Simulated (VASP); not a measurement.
# Mg: relaxation of cell and atoms with PBEsol

The system is Mg.

```xyz
2
Lattice="1.9389 1.1194 3.5955 -1.9389 1.1194 3.5955 0.0000 -2.2389 3.5955" Properties=species:S:1:pos:R:3 pbc="T T T"
Mg    0.0000    0.0000    2.4544
Mg    0.0000    0.0000    8.3322
```

- Program: VASP 6.6.1
- Task: relaxation of cell and atoms
- Functional: PBEsol
- Potentials or basis: VASP PAW PBE potentials, release 64 (Mg)
- Cutoff: 600 eV
- k mesh: 6 × 6 × 6
- Occupations: gaussian, width 0.1 eV
- Spin: no spin polarisation
- Dipole correction: no
- Further INCAR settings: ALGO = Fast; EDIFF = 1e-07; IBRION = 2; EDIFFG = -0.04; NSW = 90; ISIF = 3

```json
{"Relaxed volume": "22.78 Å³/atom", "Relaxed cell": "a = 5.761 Å, b = 5.761 Å, c = 5.761 Å, α = 31.22°, β = 31.22°, γ = 31.22°", "Space group after relaxing (to 0.05 Å)": "R-3m (No. 166)", "Energy gained by relaxing": "631.1 meV/atom", "Ionic steps": "22", "Pressure after relaxing": "0.0 GPa", "Largest force after relaxing": "0.021 eV/Å", "Band gap on the k mesh": "zero (band 2 reaches 3.10 eV, above the bottom of band 3 at 0.63 eV)"}
```

Forces in eV/Å, atoms in the order of the input:
```
Mg   0.000  0.000  0.021
Mg   0.000  0.000 -0.021
```

Stress tensor (GPa, compression positive):
```
-0.06  0.00  0.00
 0.00 -0.06  0.00
 0.00  0.00  0.04
```

The path:
```tsv
step	energy change (eV)	largest force (eV/Å)	pressure (GPa)	volume (Å³)
1	0.0000	1.9586	7.08	46.83
2	-0.4359	0.9060	0.43	54.19
3	-0.4951	0.5222	-1.59	58.31
4	-0.4964	0.4799	-1.80	58.87
5	-0.5932	0.3531	-1.66	56.86
6	-0.7494	0.0235	-0.94	53.10
7	-0.7224	1.4723	4.02	45.57
8	-0.7985	0.5298	0.59	49.74
9	-0.9085	0.6541	0.42	48.81
10	-1.1155	0.8659	1.32	44.92
11	-1.1197	0.8593	1.02	45.42
12	-1.2023	0.3330	-1.01	46.70
13	-1.2221	0.0410	-1.89	47.52
14	-1.2448	0.1669	0.45	44.57
15	-1.2448	0.1546	0.30	44.73
16	-1.2536	0.1398	1.28	44.09
17	-1.2538	0.1426	1.15	44.19
18	-1.2590	0.0527	-0.08	45.79
19	-1.2602	0.0766	0.26	45.31
20	-1.2617	0.0387	-0.22	45.80
21	-1.2618	0.0456	-0.14	45.71
22	-1.2621	0.0206	-0.03	45.57
```

Final structure:
```yaml
crystal:
  lattice:
    - [1.54996, 0.89487, 5.47554]
    - [-1.54996, 0.89487, 5.47554]
    - [0.00000, -1.78973, 5.47554]
  atoms:
    - { symbol: Mg, position: [0.24978, 0.24978, 0.24978] }
    - { symbol: Mg, position: [0.75022, 0.75022, 0.75022] }
```

Levels at points of the mesh, in eV from the Fermi level:
| k point | band 1 | band 2 | band 3 | band 4 | band 5 | band 6 |
| --- | --- | --- | --- | --- | --- | --- |
| (0.00, 0.00, 0.00) | -6.89 | -2.02 | -1.93 | 11.03 | 12.13 | 12.13 |
| (0.50, 0.00, 0.00) | -1.68 | -1.68 | 1.53 | 1.53 | 4.72 | 4.72 |
| (0.50, 0.50, 0.00) | -1.52 | -0.97 | -0.15 | 0.89 | 6.07 | 6.33 |
| (0.50, 0.50, 0.50) | -5.65 | -5.63 | 3.89 | 3.90 | 12.20 | 12.20 |

Run time: 2.2 min on 1 thread of Intel(R) Xeon(R) Platinum 8488C (Sapphire Rapids) (shared host), peak memory 0.21 GiB.

Caveat: the PAW data sets were made with another functional, which shifts forces and pressure a little.
